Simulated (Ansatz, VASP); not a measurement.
# One calculation of Hf, two programs

File INCAR:

```
PREC = Accurate
ENCUT = 520
EDIFF = 1E-6
ISMEAR = 0
SIGMA = 0.15
LREAL = F
LASPH = T
NELM = 100
ALGO = Fast
ISIF = 2
LWAVE = F
LCHARG = F
GGA = PS
NBANDS = 11
```

Contents of KPOINTS:

```
Automatic mesh
0
Gamma
  18 18 18
```

The input POSCAR:

```
Hf
1.0
    0.0000000000      2.2200000000      2.3199000000
    2.2200000000      0.0000000000      2.3199000000
    2.2200000000      2.2200000000      0.0000000000
Hf
1
Direct
    0.0000000000      0.0000000000      0.0000000000
```

Input for Ansatz:

```yaml
crystal:
  lattice:
    - [0.0, 2.22, 2.3199]
    - [2.22, 0.0, 2.3199]
    - [2.22, 2.22, 0.0]
  atoms:
    - { symbol: Hf, position: [0.0, 0.0, 0.0] }
basis:
  ecutwfc: 420
kpoints:
  mp_grid: { grid: [18, 18, 18] }
hamiltonian:
  xc: pbesol
scf:
  occupations: { method: gaussian, width: 0.15 }
output:
  forces: true
  stress: true
  eigenvalues: true
```

Change from the starting cell: strain +0.0450 x Voigt [0, 0, 1, 0, 0, 0], atoms carried along.

Alike in both runs: task single point; functional PBEsol; k mesh 18 × 18 × 18; occupations gaussian, width 0.15 eV; no spin polarisation.

|  | VASP | Ansatz |
| --- | --- | --- |
| version | VASP 6.6.1 | Ansatz 0.2.0 |
| potentials or method | VASP PAW PBE potentials, release 64 (Hf_pv), cutoff 520 eV | scalar-relativistic, plane waves, PAW |
| valence electrons in the cell | 10 | 26 |

|  | VASP | Ansatz | Ansatz less VASP |
| --- | --- | --- | --- |
| gap on the k mesh at the Fermi level (eV) | none | none | - |
| pressure (GPa) | -6.1 | -5.7 | +0.37 |
| traceless stress, the component that is largest in VASP (GPa) | -1.63 | -1.62 | +0.013 |

VASP's potentials were made for PBE, not for PBEsol. A gap of «none» marks a metal or a gap that the smearing closes. The functional is the same, so the differences come from potentials, cutoffs and numerics. VASP's potentials hold 10 valence electrons a cell and Ansatz's 26, so a difference there can come from the potentials and not from the codes.

Spin-orbit coupling is off throughout.
